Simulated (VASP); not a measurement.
Here is a VASP 6.6.1 calculation.

The input INCAR:

```
SYSTEM = SiO2
  PREC = Accurate
  ENCUT = 600
  EDIFF = 1E-7
  ISMEAR = 0
  SIGMA = 0.02
  LREAL = .FALSE.
  LASPH = .TRUE.
  NELM = 100
  ALGO = Normal
  ISIF = 3
  LWAVE = .FALSE.
  LCHARG = .FALSE.
  GGA = PE
  IBRION = 2
  NSW = 70
  EDIFFG = -0.008
  PSTRESS = 10.0
```

The input KPOINTS:

```
Automatic mesh
0
G
  6 6 6
  0 0 0
```

POSCAR

```
SiO2
1.0
   -4.4900688059      4.4900688059      2.6276241305
    4.4900688059     -4.4900688059      2.6276241305
    4.4900688059      4.4900688059     -2.6276241305
Si O
4 8
Direct
    0.1769304070      0.1769304070      0.3538608140
    0.8230695930      0.1769304070      0.0000000000
    0.1769304070      0.8230695930      0.0000000000
    0.8230695930      0.8230695930      0.6461391860
    0.5000000000      0.5000000000      0.5000000000
    0.0000000000      0.5000000000      0.0000000000
    0.5000000000      0.0000000000      0.0000000000
    0.0000000000      0.0000000000      0.5000000000
    0.0000000000      0.2094528991      0.2094528991
    0.7905471009      0.0000000000      0.7905471009
    0.2094528991      0.0000000000      0.2094528991
    0.0000000000      0.7905471009      0.7905471009
```

Potentials or basis: VASP PAW PBE potentials, release 64 (Si, O).

Run with:

```bash
$ cat potpaw_PBE.64/Si/POTCAR potpaw_PBE.64/O/POTCAR > POTCAR
$ mpirun -np 1 vasp_std > vasp.out
```

Problem. Estimate the space group after relaxing (to 0.1 Å).

Solution. I4/mmm (No. 139).

Problem. What does it give for the relaxed cell?

Solution. a = 6.872 Å, b = 6.872 Å, c = 6.872 Å, α = 98.43°, β = 98.43°, γ = 134.97°.

Problem. Predict the relaxed volume.

Solution. 17.68 Å³/atom.

Problem. What does it give for the band gap on the k mesh?

Solution. 5.39 eV.

Final structure:
```cif
data_structure
_symmetry_space_group_name_H-M 'P 1'
_symmetry_Int_Tables_number 1
_cell_length_a 6.8721
_cell_length_b 6.8721
_cell_length_c 6.8721
_cell_angle_alpha 98.433
_cell_angle_beta 98.433
_cell_angle_gamma 134.967
_cell_volume 212.11
loop_
_atom_site_label
_atom_site_type_symbol
_atom_site_fract_x
_atom_site_fract_y
_atom_site_fract_z
_atom_site_occupancy
Si1 Si 0.17707 0.17707 0.35414 1
Si2 Si 0.82293 0.17707 0.00000 1
Si3 Si 0.17707 0.82293 0.00000 1
Si4 Si 0.82293 0.82293 0.64586 1
O1 O 0.50000 0.50000 0.50000 1
O2 O 0.00000 0.50000 0.00000 1
O3 O 0.50000 0.00000 0.00000 1
O4 O 0.00000 0.00000 0.50000 1
O5 O 0.00000 0.21002 0.21002 1
O6 O 0.78998 0.00000 0.78998 1
O7 O 0.21002 0.00000 0.21002 1
O8 O 0.00000 0.78998 0.78998 1
```

Caveat: the cell is relaxed towards a set pressure, so the run minimises the enthalpy, not the energy. A k mesh can miss the band edges.
